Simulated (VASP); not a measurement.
Rb: single point with PBE

Crystal: Rb.

```
Rb
1.0
    -2.83590    2.83590    2.83590
     2.83590   -2.83590    2.83590
     2.83590    2.83590   -2.83590
Rb
1
Direct
  0.00000 0.00000 0.00000
```

```json
{
  "Program": "VASP 6.6.1",
  "Task": "single point",
  "Functional": "PBE",
  "Potentials or basis": "VASP PAW PBE potentials, release 64 (Rb_sv)",
  "Cutoff": "520 eV",
  "k mesh": "3 × 3 × 3",
  "Occupations": "fermi-dirac, width 0.1 eV",
  "Spin": "no spin polarisation"
}
```

* Pressure: -0.1 GPa

Levels at points of the mesh, in eV from the Fermi level:
```
           k point  band 2  band 3  band 4  band 5  band 6  band 7
(0.00, 0.00, 0.00)  -12.98  -12.98  -12.98   -2.00    3.65    3.65
```

Wall time 4.3 s on 1 thread of Intel(R) Xeon(R) Platinum 8559C (Emerald Rapids), on a shared host, peak memory 0.22 GiB.

Caveat: the k points lie up to 0.52 Å⁻¹ apart.
